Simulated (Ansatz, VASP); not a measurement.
## Cd2Se in VASP and in Ansatz

The input INCAR:

```
ALGO     = Normal         # electronic algorithm
EDIFF    = 1E-6           # SCF threshold, eV
EDIFFG   = -0.01          # ionic threshold
ENCUT    = 600            # plane-wave cutoff, eV
GGA      = PE             # functional
IBRION   = 2              # ionic algorithm
ISIF     = 3              # what is computed and relaxed
ISMEAR   = 0              # smearing method
LASPH    = True           # aspherical terms in the spheres
LCHARG   = False          # write CHGCAR
LREAL    = False          # projectors in reciprocal space
LWAVE    = False          # write WAVECAR
NELM     = 100            # most SCF steps
NSW      = 100            # ionic steps
PREC     = Accurate       # precision mode
SIGMA    = 0.01           # smearing width, eV
```

Contents of KPOINTS:

```
k-points
0
Gamma
  10 10 10
```

File POSCAR:

```
Cd2Se
1.0
    0.0000000000      3.4101120962      3.4101120962
    3.4101120962      0.0000000000      3.4101120962
    3.4101120962      3.4101120962      0.0000000000
Cd Se
2 1
Direct
    0.0000000000      0.0000000000      0.0000000000
    0.7500000000      0.7500000000      0.7500000000
    0.5000000000      0.5000000000      0.5000000000
```

Input for Ansatz:

```yaml
crystal:
  lattice:
    - [0.0, 3.4101120962, 3.4101120962]
    - [3.4101120962, 0.0, 3.4101120962]
    - [3.4101120962, 3.4101120962, 0.0]
  atoms:
    - { symbol: Cd, position: [0.0, 0.0, 0.0] }
    - { symbol: Cd, position: [0.75, 0.75, 0.75] }
    - { symbol: Se, position: [0.5, 0.5, 0.5] }
basis:
  ecutwfc: 420
kpoints:
  mp_grid: { grid: [10, 10, 10] }
hamiltonian:
  xc: pbe
scf:
  occupations: { method: gaussian, width: 0.01 }
output:
  forces: true
  stress: true
  eigenvalues: true
  write_density: true
  write_potential: true
  elf: true
  volumetric_format: npy
relax:
  adjacent_minimum: "off"
  f_tol: 0.01
  max_steps: 80
  cell: { stress_tol: 0.05 }
```

Alike in both runs: task relaxation of cell and atoms; functional PBE; k mesh 10 × 10 × 10; occupations gaussian, width 0.01 eV; no spin polarisation.

|  | VASP | Ansatz |
| --- | --- | --- |
| version | VASP 6.6.1 | Ansatz 0.2.0 |
| potentials or method | VASP PAW PBE potentials, release 64 (Cd, Se), cutoff 600 eV | scalar-relativistic, plane waves, PAW |
| valence electrons in the cell | 30 | 56 |

```csv
,VASP,Ansatz,Ansatz less VASP
"gap on the k mesh at the Fermi level, each at its own relaxed structure (eV)",0.40,0.39,-0.006
relaxed volume (Å³/atom),26.80,26.72,-0.080
relaxed cell length with the largest relative difference (Å),4.844,4.840,-0.0048
```

VASP's potentials hold 30 valence electrons a cell and Ansatz's 56, so a difference there can come from the potentials and not from the codes.
